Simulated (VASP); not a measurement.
Input of a VASP 6.6.1 run:

The input POSCAR:

```
Li3HSe
1.0
    3.8538125694      0.0000000000      0.0000000000
    0.0000000000      3.8538125694      0.0000000000
    0.0000000000      0.0000000000      3.8538125694
Li H Se
3 1 1
Direct
    0.0000000000      0.5000000000      0.5000000000
    0.5000000000      0.0000000000      0.5000000000
    0.5000000000      0.5000000000      0.0000000000
    0.5000000000      0.5000000000      0.5000000000
    0.0000000000      0.0000000000      0.0000000000
```

The input INCAR.step1:

```
ALGO = Normal ; EDIFF = 1E-4
ENCUT = 520 ; GGA = PE
ISMEAR = 0 ; LASPH = T
LCHARG = F ; LREAL = F
LWAVE = T ; NBANDS = 16
NELM = 80 ; PREC = Accurate
SIGMA = 0.01
```

The input INCAR.step2:

```
ALGO = Normal ; EDIFF = 1E-6
ENCUT = 520 ; ISIF = 2
ISMEAR = 0 ; ISTART = 1
LASPH = T ; LCHARG = T
LELF = T ; LMIXTAU = T
LREAL = F ; LVHAR = T
LWAVE = F ; METAGGA = R2SCAN
NBANDS = 16 ; NELM = 80
PREC = Accurate ; SIGMA = 0.01
```

KPOINTS

```
k-points
0
Gamma
  6 6 6
```

Potentials or basis: VASP PAW PBE potentials, release 64 (Li_sv, H, Se).

Run with:

```console
$ cat potpaw_PBE.64/Li_sv/POTCAR potpaw_PBE.64/H/POTCAR potpaw_PBE.64/Se/POTCAR > POTCAR
$ cp INCAR.step1 INCAR
$ mpirun -np 1 vasp_std > vasp.out
$ cp INCAR.step2 INCAR
$ mpirun -np 1 vasp_std > vasp.out
```

Question: Estimate the band gap on the k mesh.

Answer: 4.60 eV (least direct gap 5.18 eV).

 A k mesh can miss the band edges.
